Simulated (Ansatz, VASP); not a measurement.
**Two plane-wave programs on ZrC**

```
CELL_PARAMETERS angstrom
3.39148 0.00000 0.00000
-1.69574 2.93710 0.00000
0.00000 0.00000 5.29005
ATOMIC_POSITIONS crystal
Zr 0.66667 0.33333 0.75000
Zr 0.33333 0.66667 0.25000
C 0.00000 0.00000 0.50000
C 0.00000 0.00000 0.00000
```

Alike in both runs: functional PBEsol; k mesh 9 × 9 × 5; occupations fermi-dirac, width 0.05 eV; no spin polarisation; Hubbard terms Zr d U = 3.0 eV.

|  | VASP | Ansatz |
| --- | --- | --- |
| version | VASP 6.6.1 | Ansatz 0.2.0 |
| potentials or method | VASP PAW PBE potentials, release 64 (Zr_sv, C) | Ansatz PAW |
| plane-wave cutoff (eV) | 520 | 420 |
| valence electrons in the cell | 32 | 32 |
| task | single point | projected density of states |

|  | VASP | Ansatz | Ansatz less VASP |
| --- | --- | --- | --- |
| gap on the k mesh at the Fermi level (eV) | none | none | - |
| pressure (GPa) | 0.7 | -4.2 | -4.95 |
| traceless stress, the component that is largest in VASP (GPa) | 2.29 | 3.31 | +1.026 |

VASP's potentials were made for PBE, not for PBEsol. The programs project onto different local orbitals, so the same U acts differently, and such runs can settle in different states. A gap of «none» marks a metal or a gap that the smearing closes.
